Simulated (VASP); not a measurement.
Crystal: CuO.

```xyz
4
Lattice="1.9776 -2.1391 0.0000 1.9776 2.1391 0.0000 0.0000 0.0000 5.1213" Properties=species:S:1:pos:R:3 pbc="T T T"
Cu    0.9888   -1.0695    0.0000
Cu    0.9888    1.0695    2.5607
O     1.9776    0.0000    1.2803
O     1.9776    0.0000    3.8410
```

Program: VASP 6.6.1. Alike in all runs: task single point; no spin polarisation; cell as given; k mesh 9 × 9 × 5; cutoff (eV) 520; smearing fermi-dirac 0.05 eV.

**Question.** Order these runs on this cell by their pressure, lowest first.
A. level LDA; potentials or basis VASP PAW LDA potentials, release 64 (Cu, O)
B. level PBE; potentials or basis VASP PAW PBE potentials, release 64 (Cu, O)
C. level PBEsol; potentials or basis VASP PAW PBE potentials, release 64 (Cu, O)

**Answer.** A (-8.5 GPa), C (-2.2 GPa), B (5.6 GPa).

Caveats: the PAW data sets were made with another functional, which shifts forces and pressure a little (some runs).
